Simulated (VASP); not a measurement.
Write the native input for VASP 6.6.1 that does the following.

- Task: single point
- Functional: LDA
- Potentials or basis: VASP PAW LDA potentials, release 64 (Hg, Te)
- Cutoff: 520 eV
- k mesh: 11 × 11 × 11
- Occupations: fermi-dirac, width 0.05 eV
- Spin: no spin polarisation
- Dipole correction: no
- Further INCAR settings: ALGO = Normal; EDIFF = 1e-07; NBANDS = 16

The structure of HgTe (zincblende type) lies in POSCAR:

```
HgTe
1.0
    0.0000000000      2.6357094688      2.6357094688
    2.6357094688      0.0000000000      2.6357094688
    2.6357094688      2.6357094688      0.0000000000
Hg Te
1 1
Direct
    0.0000000000      0.0000000000      0.0000000000
    0.2500000000      0.2500000000      0.2500000000
```

This cell differs from its parent crystal: volume scaled by 0.55.

These files were run (other wordings do the same):

INCAR

```
PREC     = Accurate       # precision mode
ENCUT    = 520            # plane-wave cutoff, eV
EDIFF    = 1E-7           # SCF threshold, eV
ISMEAR   = -1             # smearing method
SIGMA    = 0.05           # smearing width, eV
LREAL    = F              # projectors in reciprocal space
LASPH    = T              # aspherical terms in the spheres
NELM     = 60             # most SCF steps
ALGO     = Normal         # electronic algorithm
ISIF     = 2              # what is computed and relaxed
LWAVE    = F              # write WAVECAR
LCHARG   = F              # write CHGCAR
NBANDS   = 16             # bands
```

KPOINTS

```
Automatic mesh
0
Gamma
  11 11 11
```

Potentials or basis: VASP PAW LDA potentials, release 64 (Hg, Te).

The run is started by

```sh
$ cat potpaw_LDA.64/Hg/POTCAR potpaw_LDA.64/Te/POTCAR > POTCAR
$ mpirun -np 1 vasp_std > vasp.out
```

It gave:

| Quantity | Value |
| --- | --- |
| Pressure | 131.6 GPa |
| Band gap on the k mesh | zero (band 9 reaches 12.67 eV, above the bottom of band 10 at 12.52 eV) |

Caveat: spin-orbit coupling is left out, which moves the levels of the heavy elements.

Run time: 26 s on 1 thread of Intel(R) Xeon(R) Platinum 8259CL CPU @ 2.50GHz (Skylake/Cascade Lake), on a shared host, peak memory 0.16 GiB.
